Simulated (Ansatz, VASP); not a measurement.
## Cu in VASP and in Ansatz

INCAR

```
SYSTEM = Cu
  PREC = Accurate
  ENCUT = 520
  EDIFF = 1E-7
  ISMEAR = 0
  SIGMA = 0.15
  LREAL = .False.
  LASPH = .True.
  NELM = 60
  ALGO = Fast
  ISIF = 2
  LWAVE = .False.
  LCHARG = .False.
  GGA = PE
  NBANDS = 18
```

Contents of KPOINTS:

```
Automatic mesh
0
Gamma
  20 20 20
  0 0 0
```

POSCAR

```
Cu
1.0
    1.3211548289     -4.1304719022      0.0000000000
    1.3211548289      4.1304719022      0.0000000000
    0.0000000000      0.0000000000      2.5763273400
Cu
2
Direct
    0.1340351705      0.8659648295      0.2500000000
    0.8659648295      0.1340351705      0.7500000000
```

Input for Ansatz:

```yaml
crystal:
  lattice:
    - [1.3211548289, -4.1304719022, 0.0]
    - [1.3211548289, 4.1304719022, 0.0]
    - [0.0, 0.0, 2.57632734]
  atoms:
    - { symbol: Cu, position: [0.1340351705, 0.8659648295, 0.25] }
    - { symbol: Cu, position: [0.8659648295, 0.1340351705, 0.75] }
basis:
  ecutwfc: 520.0
kpoints:
  mp_grid: { grid: [20, 20, 20] }
hamiltonian:
  xc: pbe
  pseudopotentials: { kind: paw, azcp: { folder: soft_1 } }
scf:
  occupations: { method: gaussian, width: 0.15 }
output:
  forces: true
  stress: true
  eigenvalues: true
```

Change from the starting cell: volume 14.059 Å^3 an atom, stretch along a over the lengths across it, relative to the relaxed cell 1.0409.

Alike in both runs: task single point; functional PBE; k mesh 20 × 20 × 20; occupations gaussian, width 0.15 eV; no spin polarisation.

```csv
,VASP,Ansatz
version,VASP 6.6.1,Ansatz 0.2.0
potentials or method,"VASP PAW PBE potentials, release 64 (Cu), cutoff 520 eV","scalar-relativistic, plane waves, PAW"
valence electrons in the cell,22,38
```

VASP gave:

```
gap on the k mesh at the Fermi level (eV)                     : none
pressure (GPa)                                                : -9.8
traceless stress, the component that is largest in VASP (GPa) : -2.79
rms of the force components (eV/Å)                            : 0.101
```

Task: What did Ansatz give for the same quantities?

Result: gap on the k mesh at the Fermi level (eV): none; pressure (GPa): -10.4; traceless stress, the component that is largest in VASP (GPa): -2.68; rms of the force components (eV/Å): 0.102.

Atom by atom the forces differ by 0.001 eV/Å (rms over components). A gap of «none» marks a metal or a gap that the smearing closes. VASP's potentials hold 22 valence electrons a cell and Ansatz's 38, so a difference there can come from the potentials and not from the codes.
